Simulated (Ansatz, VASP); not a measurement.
## LiH in VASP and in Ansatz

```xyz
2
Lattice="0.0000 2.1451 2.1451 2.1451 0.0000 2.1451 2.1451 2.1451 0.0000" Properties=species:S:1:pos:R:3 pbc="T T T"
Li    0.0000    0.0000    0.0000
H     1.0726    1.0726    1.0726
```

Alike in both runs: task single point; functional HSE06; k mesh 4 × 4 × 4; no spin polarisation.

|  | VASP | Ansatz |
| --- | --- | --- |
| version | VASP 6.6.1 | Ansatz 0.2.0 |
| potentials or method | VASP PAW PBE potentials, release 64 (Li_sv, H) | plane waves, PAW |
| plane-wave cutoff (eV) | 520 | 420 |
| occupations | gaussian, width 0.01 eV | fixed |
| valence electrons in the cell | 4 | 4 |

```csv
,VASP,Ansatz,Ansatz less VASP
gap on the k mesh at the Fermi level (eV),5.25,5.24,-0.004
```

Ansatz's warnings: stress exchange threshold loose, stress scf threshold loose.

The k mesh is coarse, so the values compare programs but aren't converged. Noted on VASP's run: the cutoff is short for stress, so the pressure is rough.
